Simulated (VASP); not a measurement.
# HgS (F-43m) in VASP: single point with PBE-based global hybrid with 40 % exact exchange

Aim: the single point of HgS with PBE-based global hybrid with 40 % exact exchange.

Everything below comes from runs of VASP 6.6.1. Logs are shortened: lines on timing, memory, paths and dates and some standing lists are left out, and cuts for length are marked.

### 1 The cell of the first run

It takes space group F-43m (No. 216, cubic). Conventional cell: a = 5.858 Å, b = 5.858 Å, c = 5.858 Å, α = 90.00°, β = 90.00°, γ = 90.00°. Within 3.3 Å of Hg (site symmetry -43m) lie 4 S at 2.54 Å. S (site symmetry -43m) has 4 Hg at 2.54 Å within 3.3 Å.

### 2 Single point, PBE-based global hybrid with 40 % exact exchange

POSCAR reads:

```
HgS
1.0
    0.0000000000      2.9289995691      2.9289995691
    2.9289995691      0.0000000000      2.9289995691
    2.9289995691      2.9289995691      0.0000000000
Hg S
1 1
Direct
    0.0000000000      0.0000000000      0.0000000000
    0.7500000000      0.7500000000      0.7500000000
```

INCAR.step1 reads:

```
SYSTEM = HgS
ALGO = Normal ; EDIFF = 1E-5
ENCUT = 400 ; GGA = PE
GGA_COMPAT = .False. ; ISIF = 2
ISMEAR = 0 ; LASPH = .True.
LCHARG = .False. ; LREAL = .False.
LWAVE = .True. ; NBANDS = 16
NELM = 120 ; PREC = Accurate
SIGMA = 0.05
```

INCAR.step2 reads:

```
SYSTEM = HgS
AEXX = 0.4 ; ALGO = Normal
EDIFF = 1E-6 ; ENCUT = 400
GGA = PE ; GGA_COMPAT = .False.
ISIF = 2 ; ISMEAR = 0
ISTART = 1 ; LASPH = .True.
LCHARG = .False. ; LHFCALC = .True.
LREAL = .False. ; LWAVE = .False.
NBANDS = 16 ; NELM = 120
PREC = Accurate ; PRECFOCK = Normal
SIGMA = 0.05
```

KPOINTS reads:

```
k-points
0
Gamma
  6 6 6
  0 0 0
```

Potentials or basis: VASP PAW PBE potentials, release 64 (Hg, S).

Launch:

```sh
$ cat potpaw_PBE.64/Hg/POTCAR potpaw_PBE.64/S/POTCAR > POTCAR
$ cp INCAR.step1 INCAR
$ mpirun -np 1 vasp_std > vasp.out
$ cp INCAR.step2 INCAR
$ mpirun -np 1 vasp_std > vasp.out
```

OUTCAR:

```text
SYSTEM = HgS
   AEXX = 0.4
   EDIFF = 1E-6
   ENCUT = 400
   GGA = PE
   ISIF = 2
   ISMEAR = 0
   ISTART = 1
   LASPH = .True.
   LHFCALC = .True.
   LREAL = .False.
   NELM = 120
   PREC = Accurate
   PRECFOCK = Normal

 ion  position               nearest neighbor table
   1  0.000  0.000  0.000-   2 2.54   2 2.54   2 2.54   2 2.54
   2  0.750  0.750  0.750-   1 2.54   1 2.54   1 2.54   1 2.54

  LATTYP: Found a face centered cubic cell.
 ALAT       =     5.8579991382

  Lattice vectors:

 A1 = (   0.0000000000,   2.9289995691,   2.9289995691)
 A2 = (   2.9289995691,   0.0000000000,   2.9289995691)
 A3 = (   2.9289995691,   2.9289995691,   0.0000000000)

Analysis of symmetry for initial positions (statically):
=====================================================================
 Subroutine PRICEL returns:
 Original cell was already a primitive cell.

 Routine SETGRP: Setting up the symmetry group for a
 face centered cubic supercell.

 Subroutine GETGRP returns: Found 24 space group operations
 (whereof 24 operations were pure point group operations)
 out of a pool of 48 trial point group operations.

The static configuration has the point symmetry T_d .

Analysis of symmetry for dynamics (positions and initial velocities):
=====================================================================
 Subroutine PRICEL returns:
 Original cell was already a primitive cell.

 Routine SETGRP: Setting up the symmetry group for a
 face centered cubic supercell.

 Subroutine GETGRP returns: Found 24 space group operations
 (whereof 24 operations were pure point group operations)
 out of a pool of 48 trial point group operations.

The dynamic configuration has the point symmetry T_d .

 Subroutine INISYM returns: Found 24 space group operations
 (whereof 24 operations are pure point group operations),
 and found     1 'primitive' translations

----------------------------------------------------------------------------------------

                                     Primitive cell

  volume of cell :      50.2560

  direct lattice vectors                    reciprocal lattice vectors
     0.000000000  2.928999569  2.928999569    -0.170706751  0.170706751  0.170706751
     2.928999569  0.000000000  2.928999569     0.170706751 -0.170706751  0.170706751
     2.928999569  2.928999569  0.000000000     0.170706751  0.170706751 -0.170706751

  length of vectors
     4.142230915  4.142230915  4.142230915     0.295672766  0.295672766  0.295672766

  position of ions in fractional coordinates (direct lattice)
     0.000000000  0.000000000  0.000000000
[... 79 lines left out ...]
   PSTRESS=    0.0 pullay stress
   NELECT =      18.0000    total number of electrons
   NUPDOWN=      -1.0000    fix difference up-down
   EMIN   =  10.00;   EMAX   =-10.00  energy-range for DOS
   EFERMI =   0.00;   METHOD = LEGACY
   ISMEAR =     0;   SIGMA  =   0.05  broadening in eV -4-tet -1-fermi 0-gaus
   EFERMI_NEDOS =   21; number of points for ismear=-14 and -15
   IALGO  =     38    algorithm
   IMIX   =      1    mixing-type and parameters
     AMIX     =   0.40;   BMIX     =  1.00
     AMIX_MAG =   1.60;   BMIX_MAG =  1.00
  volume/ion in A,a.u.               =      25.13       169.57
  Fermi-wavevector in a.u.,A,eV,Ry     =   1.162616  2.197026 18.390673  1.351676
  Thomas-Fermi vector in A             =   2.299175
   LORBIT       =      0    0 simple, 1 ext, 2 COOP (PROOUT), +10 PAW based schemes
   GGA     = PE    functional components
   LHFCALC =     T    Hartree Fock is set to
   PRECFOCK=normal    Normal, Fast or Accurate (Low or Medium for compatibility)
   ENCUT4O =  -1.0   cutoff for four orbital integrals eV
   NKREDX  =     1    reduce k-point grid by
   NKREDY  =     1    reduce k-point grid by
   NKREDZ  =     1    reduce k-point grid by
   AEXX    =    0.4000 exact exchange contribution
   HFSCREEN=    0.0000 screening length (either q_TF or 0.3 A-1)
   HFSCREENC=   0.0000 screening length for correlation (either q_TF or 0.3 A-1)
   ENCUTFOCK=  -1.0 apply spherical cutoff to Coloumb kernel
   IVDW    =     0    specifies the selected vdW correction
   LEPSILON=     F    determine dielectric tensor
   LRPA    =     F    only Hartree local field effects (RPA)
 non-spin polarized calculation
 Gauss-broadening in eV      SIGMA  =   0.05
  energy-cutoff  :      400.00
  volume of cell :       50.26
 maximum number of plane-waves:       941
  NGX = 24; NGY = 24; NGZ = 24

 number of electron      18.0000004 magnetization

 Free energy of the ion-electron system (eV)
  ---------------------------------------------------
  ext. energy  EPLUGINS =         0.00000000
  ---------------------------------------------------
  free energy    TOTEN  =        -7.65406637 eV

  energy without entropy =       -7.65406637  energy(sigma->0) =       -7.65406637

 E-fermi :   0.8048     XC(G=0):  -6.1528

 val. band max:        0.5711198494   @ k =   0.0000   0.0000   0.0000
 cond. band min:       2.6431346731   @ k =   0.0000   0.0000   0.0000
 fundamental gap:      2.0720148237
 Fermi energy:         0.8048431497

 k-point     1 :       0.0000    0.0000    0.0000
  band No.  band energies     occupation
      1     -14.8078      2.00000
      2      -8.1197      2.00000
      3      -8.1197      2.00000
      4      -8.1197      2.00000
      5      -7.1858      2.00000
      6      -7.1858      2.00000
[... 281 lines left out ...]
      3      -7.5959      2.00000
      4      -7.3779      2.00000
      5      -7.1311      2.00000
      6      -6.4246      2.00000
[... 8 lines left out ...]
     15      16.6738      0.00000
     16      16.7488      0.00000

------------------------ aborting loop because EDIFF is reached ----------------------------------------

  FORCE on cell =-STRESS in cart. coord.  units (eV):
  Direction    XX          YY          ZZ          XY          YZ          ZX
  --------------------------------------------------------------------------------------
  -------------------------------------------------------------------------------------
  Total        0.3534199      0.3534199      0.3534199      0.0000000     -0.0000000      0.0000000
  in kB       11.2671403     11.2671403     11.2671403      0.0000000     -0.0000000      0.0000000
  external PRESSURE =      11.2671403 kB  Pullay stress =       0.0000000 kB

 VOLUME and BASIS-vectors are now :
 -----------------------------------------------------------------------------
  energy-cutoff  :      400.00
  volume of cell :       50.26
      direct lattice vectors                 reciprocal lattice vectors
     0.000000000  2.928999569  2.928999569    -0.170706751  0.170706751  0.170706751
     2.928999569  0.000000000  2.928999569     0.170706751 -0.170706751  0.170706751
     2.928999569  2.928999569  0.000000000     0.170706751  0.170706751 -0.170706751

 POSITION                                       TOTAL-FORCE (eV/Angst)
 -----------------------------------------------------------------------------------
      0.00000      0.00000      0.00000        -0.000000      0.000000      0.000000
      4.39350      4.39350      4.39350         0.000000     -0.000000     -0.000000
 -----------------------------------------------------------------------------------
    total drift:                               -0.000008     -0.000004     -0.000003

  FREE ENERGIE OF THE ION-ELECTRON SYSTEM (eV)
  ---------------------------------------------------
  free  energy   TOTEN  =        -7.6540663694 eV

  energy  without entropy=       -7.6540663694  energy(sigma->0) =       -7.65406637
```

OSZICAR.step1:

```text
N       E                     dE             d eps       ncg     rms          rms(c)
DAV:   1     0.938716921696E+02    0.93872E+02   -0.76452E+03   528   0.826E+02
DAV:   2    -0.172323028850E+01   -0.95595E+02   -0.90666E+02   632   0.225E+02
DAV:   3    -0.493343990820E+01   -0.32102E+01   -0.32050E+01   656   0.420E+01
DAV:   4    -0.495272720961E+01   -0.19287E-01   -0.19286E-01   640   0.332E+00
DAV:   5    -0.495299430068E+01   -0.26709E-03   -0.26709E-03   648   0.365E-01    0.106E+01
DAV:   6    -0.451231473761E+01    0.44068E+00   -0.73002E-01   800   0.122E+01    0.814E+00
DAV:   7    -0.450305890374E+01    0.92558E-02   -0.16879E-01   584   0.290E+00    0.360E+00
DAV:   8    -0.450118155420E+01    0.18773E-02   -0.18240E-02   632   0.169E+00    0.266E-01
DAV:   9    -0.450091482645E+01    0.26673E-03   -0.20687E-03   616   0.701E-01    0.713E-02
DAV:  10    -0.450093663198E+01   -0.21806E-04   -0.19178E-04   656   0.157E-01    0.616E-02
DAV:  11    -0.450095859179E+01   -0.21960E-04   -0.37551E-05   600   0.575E-02    0.221E-02
DAV:  12    -0.450096315478E+01   -0.45630E-05   -0.87417E-06   432   0.249E-02
   1 F= -.45009632E+01 E0= -.45007846E+01  d E =-.357089E-03
```

It took 74 min on 1 thread of Intel Xeon Platinum 8259CL at 2.50GHz (Skylake/Cascade Lake), shared host; peak memory 0.18 GiB.

Results:

```yaml
Free_energy: -7.6541 eV
Pressure: 1.1 GPa
Band_gap_on_the_k_mesh: 2.07 eV
```

Caveat: the PAW data sets were made with another functional, which shifts forces and pressure a little; spin-orbit coupling is left out, which moves the levels of the heavy elements.
